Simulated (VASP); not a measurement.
Write the native input for VASP 6.6.1 that does the following.

```
Task                   : single point
Functional             : r2SCAN
Potentials or basis    : VASP PAW PBE potentials, release 64 (Rb_sv)
Cutoff                 : 520 eV
k mesh                 : 8 × 8 × 8
Occupations            : fermi-dirac, width 0.03 eV
Spin                   : no spin polarisation
Dipole correction      : no
Further INCAR settings : ALGO = Normal; EDIFF = 1e-06; NBANDS = 10
```

Crystal: Rb.

```xyz
1
Lattice="-2.8677 2.8677 2.8677 2.8677 -2.8677 2.8677 2.8677 2.8677 -2.8677" Properties=species:S:1:pos:R:3 pbc="T T T"
Rb    0.0000    0.0000    0.0000
```

The input as run:

POSCAR

```
Rb
1.0
   -2.8677202310      2.8677202310      2.8677202310
    2.8677202310     -2.8677202310      2.8677202310
    2.8677202310      2.8677202310     -2.8677202310
Rb
1
Direct
    0.0000000000      0.0000000000      0.0000000000
```

INCAR.step1

```
PREC = Accurate
ENCUT = 520
ISMEAR = -1
SIGMA = 0.03
LREAL = False
LASPH = True
NELM = 80
NBANDS = 10
GGA = PE
ALGO = Normal
EDIFF = 1E-4
LWAVE = True
LCHARG = False
```

INCAR.step2

```
PREC = Accurate
ENCUT = 520
EDIFF = 1E-6
ISMEAR = -1
SIGMA = 0.03
LREAL = False
LASPH = True
NELM = 80
ALGO = Normal
ISIF = 2
LWAVE = False
LCHARG = False
METAGGA = R2SCAN
LMIXTAU = True
NBANDS = 10
ISTART = 1
```

KPOINTS

```
Automatic mesh
0
Gamma
  8 8 8
```

Potentials or basis: VASP PAW PBE potentials, release 64 (Rb_sv).

The run is started by

```console
$ cat potpaw_PBE.64/Rb_sv/POTCAR > POTCAR
$ cp INCAR.step1 INCAR
$ mpirun -np 1 vasp_std > vasp.out
$ cp INCAR.step2 INCAR
$ mpirun -np 1 vasp_std > vasp.out
```

It gave:

The pressure is 0.0 GPa and the band gap on the k mesh is zero (an odd number of electrons rules out a gap without spin polarisation).

Caveat: the PAW data sets were made with another functional, which shifts forces and pressure a little.

Wall time 3.2 min on 1 thread of Intel Xeon 8259CL, on a shared host, peak memory 0.25 GiB.
